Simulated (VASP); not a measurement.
Sc, 1 atom in the cell. It takes space group I4/mmm (No. 139, tetragonal). The conventional cell has a = 3.211 Å, b = 3.211 Å, c = 4.779 Å, α = 90.00°, β = 90.00°, γ = 90.00°. Within 4.2 Å of Sc (site symmetry 4/mmm) lie 12 Sc at 3.21 to 3.30 Å.  This cell differs from its parent crystal: strain +0.0525 x Voigt [1, 0, 0, 0, 0, 0].

* Program: VASP 6.6.1
* Task: single point
* Functional: r2SCAN
* Potentials or basis: VASP PAW PBE potentials, release 64 (Sc_sv)
* Cutoff: 520 eV
* k mesh: 18 × 18 × 18
* Occupations: gaussian, width 0.15 eV
* Spin: no spin polarisation
* Dipole correction: no
* Further INCAR settings: ALGO = Normal; EDIFF = 1e-06; NBANDS = 12

Potentials or basis: VASP PAW PBE potentials, release 64 (Sc_sv).

Run with:

```bash
$ cat potpaw_PBE.64/Sc_sv/POTCAR > POTCAR
$ cp INCAR.step1 INCAR
$ mpirun -np 1 vasp_std > vasp.out
$ cp INCAR.step2 INCAR
$ mpirun -np 1 vasp_std > vasp.out
```

Hardware: 1 thread of AMD EPYC 9R45 96-Core Processor (Zen 5) (shared host).

How long does it take, and how much memory?

Run time: 7.6 min on 1 thread of AMD EPYC 9R45 96-Core Processor (Zen 5) (shared host), peak memory 0.23 GiB. Counts: k points 480.
